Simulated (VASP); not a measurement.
# Al in VASP: a series of runs

Aim: see how the results for Al move with the level of theory and the settings. Levels: LDA, PBEsol. Tasks: single point.

All numbers are computed with VASP 6.6.1; they aren't measurements. Logs are shortened: lines on timing, memory, paths and dates and some standing lists are left out, and cuts for length are marked.

## 1. The cell of the first run

The cell holds a slab with vacuum, 5 atoms: a = 2.827 Å, b = 2.827 Å, c = 24.186 Å, α = 90.00°, β = 90.00°, γ = 120.00°.

## 2. Single point, LDA

Input file INCAR:

```
SYSTEM = Al
PREC = Accurate
ENCUT = 520
EDIFF = 1E-7
ISMEAR = -1
SIGMA = 0.05
LREAL = .False.
LASPH = .True.
NELM = 60
ALGO = Normal
ISIF = 2
LWAVE = .False.
LCHARG = .True.
GGA = CA
LELF = .True.
LVHAR = .True.
NBANDS = 16
```

Input file KPOINTS:

```
regular mesh
0
Gamma
  11 11 1
  0 0 0
```

Input file POSCAR:

```
Al
1.0
    2.8270770242      0.0000000000      0.0000000000
   -1.4135385121      2.4483205214      0.0000000000
    0.0000000000      0.0000000000     24.1859930700
Al
5
Direct
    0.0000000000      0.0000000000      0.3100968390
    0.3333333300      0.6666666600      0.4050484195
    0.0000000000      0.0000000000      0.5000000000
    0.6666666700      0.3333333400      0.5949515805
    0.0000000000      0.0000000000      0.6899031610
```

Potentials or basis: VASP PAW LDA potentials, release 64 (Al).

The run is started by

```bash
$ cat potpaw_LDA.64/Al/POTCAR > POTCAR
$ mpirun -np 1 vasp_std > vasp.out
```

OUTCAR:

```text
SYSTEM = Al
   PREC = Accurate
   ENCUT = 520
   EDIFF = 1E-7
   ISMEAR = -1
   LREAL = .False.
   LASPH = .True.
   NELM = 60
   ISIF = 2
   GGA = CA

 ion  position               nearest neighbor table
   1  0.000  0.000  0.310-   2 2.82   2 2.82   2 2.82
   2  0.333  0.667  0.405-   1 2.82   3 2.82   1 2.82   1 2.82   3 2.82   3 2.82
   3  0.000  0.000  0.500-   2 2.82   4 2.82   4 2.82   2 2.82   2 2.82   4 2.82
   4  0.667  0.333  0.595-   5 2.82   3 2.82   5 2.82   5 2.82   3 2.82   3 2.82
   5  0.000  0.000  0.690-   4 2.82   4 2.82   4 2.82

  LATTYP: Found a hexagonal cell.
 ALAT       =     2.8270770242
 C/A-ratio  =     8.5551234943

  Lattice vectors:

 A1 = (   2.8270770242,   0.0000000000,   0.0000000000)
 A2 = (  -1.4135385121,   2.4483205214,   0.0000000000)
 A3 = (   0.0000000000,   0.0000000000,  24.1859930700)

Analysis of symmetry for initial positions (statically):
=====================================================================
 Subroutine PRICEL returns:
 Original cell was already a primitive cell.

 Routine SETGRP: Setting up the symmetry group for a
 hexagonal supercell.

 Subroutine GETGRP returns: Found 12 space group operations
 (whereof 12 operations were pure point group operations)
 out of a pool of 24 trial point group operations.

The static configuration has the point symmetry D_3d.

Analysis of symmetry for dynamics (positions and initial velocities):
=====================================================================
 Subroutine PRICEL returns:
 Original cell was already a primitive cell.

 Routine SETGRP: Setting up the symmetry group for a
 hexagonal supercell.

 Subroutine GETGRP returns: Found 12 space group operations
 (whereof 12 operations were pure point group operations)
 out of a pool of 24 trial point group operations.

The dynamic configuration has the point symmetry D_3d.

 Subroutine INISYM returns: Found 12 space group operations
 (whereof 12 operations are pure point group operations),
 and found     1 'primitive' translations

----------------------------------------------------------------------------------------

                                     Primitive cell

  volume of cell :     167.4055

  direct lattice vectors                    reciprocal lattice vectors
     2.827077024  0.000000000  0.000000000     0.353722234  0.204221627  0.000000000
    -1.413538512  2.448320521  0.000000000     0.000000000  0.408443254  0.000000000
     0.000000000  0.000000000 24.185993070     0.000000000  0.000000000  0.041346245

  length of vectors
     2.827077024  2.827077024 24.185993070     0.408443254  0.408443254  0.041346245

  position of ions in fractional coordinates (direct lattice)
     0.000000000  0.000000000  0.310096839
     0.333333330  0.666666660  0.405048419
     0.000000000  0.000000000  0.500000000
     0.666666670  0.333333340  0.594951581
     0.000000000  0.000000000  0.689903161

  ion indices of the primitive-cell ions
   primitive index   ion index
                 1           1
                 2           2
                 3           3
                 4           4
                 5           5

----------------------------------------------------------------------------------------

 KPOINTS: regular mesh

Automatic generation of k-mesh.
 Grid dimensions read from file:
 generate k-points for:   11   11    1

 Generating k-lattice:

  Cartesian coordinates                     Fractional coordinates (reciprocal lattice)
     0.032156567  0.018565602  0.000000000     0.090909091 -0.000000000  0.000000000
     0.000000000  0.037131205  0.000000000     0.000000000  0.090909091  0.000000000
     0.000000000  0.000000000  0.041346245     0.000000000  0.000000000  1.000000000

  Length of vectors
     0.037131205  0.037131205  0.041346245

  Shift w.r.t. Gamma in fractional coordinates (k-lattice)
     0.000000000  0.000000000  0.000000000

 Subroutine IBZKPT returns following result:
 ===========================================

 Found     16 irreducible k-points:

 Following reciprocal coordinates:
            Coordinates               Weight
  0.000000  0.000000  0.000000      1.000000
  0.090909  0.000000  0.000000      6.000000
  0.181818  0.000000  0.000000      6.000000
  0.272727 -0.000000  0.000000      6.000000
  0.363636  0.000000  0.000000      6.000000
  0.454545  0.000000  0.000000      6.000000
[... 8 lines left out ...]
  0.272727  0.272727  0.000000      6.000000
  0.363636  0.272727  0.000000      6.000000
   k-points           NKPTS =     16   k-points in BZ     NKDIM =     16   number of bands    NBANDS=     16
   number of dos      NEDOS =    301   number of ions     NIONS =      5
   total plane-waves  NPLWV = 103680
   dimension x,y,z NGX =    24 NGY =   24 NGZ =  180
   dimension x,y,z NGXF=    48 NGYF=   48 NGZF=  360
   ions per type =               5
   NGX,Y,Z   is equivalent  to a cutoff of  14.11, 14.11, 12.37 a.u.
   NGXF,Y,Z  is equivalent  to a cutoff of  28.23, 28.23, 24.75 a.u.
 SYSTEM =  Al
   PREC   = accura    normal or accurate (medium, high low for compatibility)
   ISTART =      0    job   : 0-new  1-cont  2-samecut
   ICHARG =      2    charge: 1-file 2-atom 10-const
   ISPIN  =      1    spin polarized calculation?
   LNONCOLLINEAR =      F non collinear calculations
   LSORBIT =      F    spin-orbit coupling
   LASPH  =      T    aspherical Exc in radial PAW
   ENCUT  =  520.0 eV  38.22 Ry    6.18 a.u.   5.26  5.26 44.97*2*pi/ulx,y,z
   NELM   =     60;   NELMIN=  2; NELMDL= -5     # of ELM steps
   EDIFF  = 0.1E-06   stopping-criterion for ELM
   LREAL  =      F    real-space projection
   EDIFFG = 0.1E-05   stopping-criterion for IOM
   NSW    =      0    number of steps for IOM
   IBRION =     -1    ionic relax: 0-MD 1-quasi-New 2-CG
   NFREE  =      0    steps in history (QN), initial steepest desc. (CG)
   ISIF   =      2    stress and relaxation
   ISYM   =      2    0-nonsym 1-usesym 2-fastsym
   POTIM  = 0.5000    time-step for ionic-motion
   TEBEG  =    0.0;   TEEND  =   0.0 temperature during run
   PSTRESS=    0.0 pullay stress
   NELECT =      15.0000    total number of electrons
   NUPDOWN=      -1.0000    fix difference up-down
   EMIN   =  10.00;   EMAX   =-10.00  energy-range for DOS
   EFERMI =   0.00;   METHOD = LEGACY
   ISMEAR =    -1;   SIGMA  =   0.05  broadening in eV -4-tet -1-fermi 0-gaus
   EFERMI_NEDOS =   21; number of points for ismear=-14 and -15
   IALGO  =     38    algorithm
   IMIX   =      4    mixing-type and parameters
     AMIX     =   0.40;   BMIX     =  1.00
     AMIX_MAG =   1.60;   BMIX_MAG =  1.00
  volume/ion in A,a.u.               =      33.48       225.94
  Fermi-wavevector in a.u.,A,eV,Ry     =   0.732569  1.384355  7.301670  0.536658
  Thomas-Fermi vector in A             =   1.825064
   LORBIT       =      0    0 simple, 1 ext, 2 COOP (PROOUT), +10 PAW based schemes
   GGA     = CA    functional components
   LHFCALC =     F    Hartree Fock is set to
   AEXX    =    0.0000 exact exchange contribution
   IVDW    =     0    specifies the selected vdW correction
   LEPSILON=     F    determine dielectric tensor
   LRPA    =     F    only Hartree local field effects (RPA)
 non-spin polarized calculation
  energy-cutoff  :      520.00
  volume of cell :      167.41
 maximum number of plane-waves:      4532
 NGX is ok and might be reduce to    24
   NGX = 11   NGY = 11   NGZ = 89

 number of electron      15.0000000 magnetization

 Free energy of the ion-electron system (eV)
  ---------------------------------------------------
  ext. energy  EPLUGINS =         0.00000000
  ---------------------------------------------------
  free energy    TOTEN  =       -20.00654243 eV

  energy without entropy =      -19.97725270  energy(sigma->0) =      -19.99189756

 E-fermi :   1.7215     XC(G=0):  -5.7782

 val. band max:        1.7022607501   @ k =   0.3636   0.1818   0.0000
 cond. band min:       1.7263802187   @ k =   0.2727   0.2727   0.0000
 fundamental gap:      0.0241194686
 Fermi energy:         1.7215325694

 k-point     1 :       0.0000    0.0000    0.0000
  band No.  band energies     occupation
      1      -9.3889      2.00000
      2      -8.6557      2.00000
      3      -7.5195      2.00000
      4      -5.9291      2.00000
      5      -3.9579      2.00000
      6      -1.9149      2.00000
[... 8 lines left out ...]
     15      10.6314      0.00000
     16      12.6700      0.00000

 k-point     2 :       0.0909    0.0000    0.0000
  band No.  band energies     occupation
      1      -9.1858      2.00000
      2      -8.4535      2.00000
      3      -7.3185      2.00000
      4      -5.7297      2.00000
      5      -3.7587      2.00000
      6      -1.7247      2.00000
[... 8 lines left out ...]
     15      10.2914      0.00000
     16      10.8033      0.00000

 k-point     3 :       0.1818    0.0000    0.0000
  band No.  band energies     occupation
      1      -8.5784      2.00000
      2      -7.8487      2.00000
      3      -6.7175      2.00000
      4      -5.1337      2.00000
      5      -3.1646      2.00000
      6      -1.1549      2.00000
[... 8 lines left out ...]
     15       8.7189      0.00000
     16       8.8073      0.00000

 k-point     4 :       0.2727   -0.0000    0.0000
  band No.  band energies     occupation
      1      -7.5722      2.00000
      2      -6.8470      2.00000
      3      -5.7222      2.00000
      4      -4.1481      2.00000
      5      -2.1893      2.00000
      6      -0.2102      2.00000
[... 8 lines left out ...]
     15       7.9577      0.00000
     16       8.1846      0.00000
[... 172 lines left out ...]
 k-point    14 :       0.3636    0.1818    0.0000
  band No.  band energies     occupation
      1      -3.8206      2.00000
      2      -3.1210      2.00000
      3      -2.0496      2.00000
      4      -1.6954      2.00000
      5      -1.1239      2.00000
      6      -0.3565      2.00000
[... 8 lines left out ...]
     15       5.5157      0.00000
     16       5.9495      0.00000

 k-point    15 :       0.2727    0.2727    0.0000
  band No.  band energies     occupation
      1      -4.0140      2.00000
      2      -3.3103      2.00000
      3      -2.2185      2.00000
      4      -0.7675      2.00000
      5      -0.0177      2.00000
      6       0.2535      2.00000
[... 8 lines left out ...]
     15       5.3997      0.00000
     16       5.5918      0.00000

 k-point    16 :       0.3636    0.2727    0.0000
  band No.  band energies     occupation
      1      -2.1434      2.00000
      2      -2.0318      2.00000
      3      -1.5431      2.00000
      4      -1.2741      2.00000
      5      -0.5632      2.00000
      6      -0.1589      2.00000
[... 8 lines left out ...]
     15       4.8410      0.00000
     16       5.4120      0.00000

------------------------ aborting loop because EDIFF is reached ----------------------------------------

  FORCE on cell =-STRESS in cart. coord.  units (eV):
  Direction    XX          YY          ZZ          XY          YZ          ZX
  --------------------------------------------------------------------------------------
  -------------------------------------------------------------------------------------
  Total       -1.2792096     -1.2792096      0.6540260     -0.0000000      0.0000000     -0.0000000
  in kB      -12.2428478    -12.2428478      6.2594439     -0.0000000      0.0000000     -0.0000000
  external PRESSURE =      -6.0754172 kB  Pullay stress =       0.0000000 kB

 VOLUME and BASIS-vectors are now :
 -----------------------------------------------------------------------------
  energy-cutoff  :      520.00
  volume of cell :      167.41
      direct lattice vectors                 reciprocal lattice vectors
     2.827077024  0.000000000  0.000000000     0.353722234  0.204221627  0.000000000
    -1.413538512  2.448320521  0.000000000     0.000000000  0.408443254  0.000000000
     0.000000000  0.000000000 24.185993070     0.000000000  0.000000000  0.041346245

 POSITION                                       TOTAL-FORCE (eV/Angst)
 -----------------------------------------------------------------------------------
      0.00000      0.00000      7.50000        -0.000000      0.000000     -0.108851
      0.00000      1.63221      9.79650         0.000000      0.000000      0.074857
      0.00000      0.00000     12.09300        -0.000000      0.000000      0.000000
      1.41354      0.81611     14.38949        -0.000000     -0.000000     -0.074857
      0.00000      0.00000     16.68599         0.000000     -0.000000      0.108851
 -----------------------------------------------------------------------------------
    total drift:                                0.000000     -0.000000     -0.000000

  FREE ENERGIE OF THE ION-ELECTRON SYSTEM (eV)
  ---------------------------------------------------
  free  energy   TOTEN  =       -20.0065424302 eV

  energy  without entropy=      -19.9772526951  energy(sigma->0) =      -19.99189756
```

It took 81 s on 1 thread of Intel Xeon 8259CL, shared host; peak memory 0.23 GiB.

What came out:

```
Free energy            : -20.0065 eV
Largest force          : 0.109 eV/Å
Band gap on the k mesh : zero (an odd number of electrons rules out a gap without spin polarisation)
```

Forces on the atoms (eV/Å):
```
Al   0.000  0.000 -0.109
Al   0.000  0.000  0.075
Al   0.000  0.000  0.000
Al   0.000  0.000 -0.075
Al   0.000  0.000  0.109
```

Levels at points of the mesh, in eV from the Fermi level:
| k point | band 3 | band 4 | band 5 | band 6 | band 7 | band 8 | band 9 | band 10 | band 11 | band 12 |
| --- | --- | --- | --- | --- | --- | --- | --- | --- | --- | --- |
| (0.00, 0.00, 0.00) | -9.24 | -7.65 | -5.68 | -3.64 | -1.16 | 1.22 | 3.05 | 4.15 | 4.43 | 6.15 |

## 3. Single point, PBEsol

Input file INCAR:

```
SYSTEM = Al
ALGO     = Normal         ! electronic algorithm
EDIFF    = 1E-6           ! SCF threshold, eV
ENCUT    = 520            ! plane-wave cutoff, eV
GGA      = PS             ! functional
ISIF     = 2              ! what is computed and relaxed
ISMEAR   = -1             ! smearing method
LASPH    = .TRUE.         ! aspherical terms in the spheres
LCHARG   = .FALSE.        ! write CHGCAR
LREAL    = .FALSE.        ! projectors in reciprocal space
LWAVE    = .FALSE.        ! write WAVECAR
NBANDS   = 16             ! bands
NELM     = 80             ! most SCF steps
PREC     = Accurate       ! precision mode
SIGMA    = 0.05           ! smearing width, eV
```

Input file KPOINTS:

```
k-points
0
G
  11 11 1
  0 0 0
```

POSCAR is that of step 2.

Potentials or basis: VASP PAW PBE potentials, release 64 (Al).

The run is started by

```bash
$ cat potpaw_PBE.64/Al/POTCAR > POTCAR
$ mpirun -np 1 vasp_std > vasp.out
```

Run time: 83 s. Hardware: 1 thread of Intel Xeon 8259CL, shared host; peak memory 0.3 GiB.

It converged, with:

- Free energy: -19.5163 eV
- Largest force: 0.192 eV/Å
- Band gap on the k mesh: zero (an odd number of electrons rules out a gap without spin polarisation)

Forces in eV/Å, atoms in the order of the input:
```
Al   0.000  0.000 -0.192
Al   0.000  0.000  0.074
Al   0.000  0.000  0.000
Al   0.000  0.000 -0.074
Al   0.000  0.000  0.192
```

Levels at points of the mesh, in eV from the Fermi level:
```tsv
k point	band 4	band 5	band 6	band 7	band 8	band 9	band 10	band 11
(0.00, 0.00, 0.00)	-7.67	-5.68	-3.67	-1.16	1.24	3.09	4.14	4.33
```

Caveat: the PAW data sets were made with another functional, which shifts forces and pressure a little.
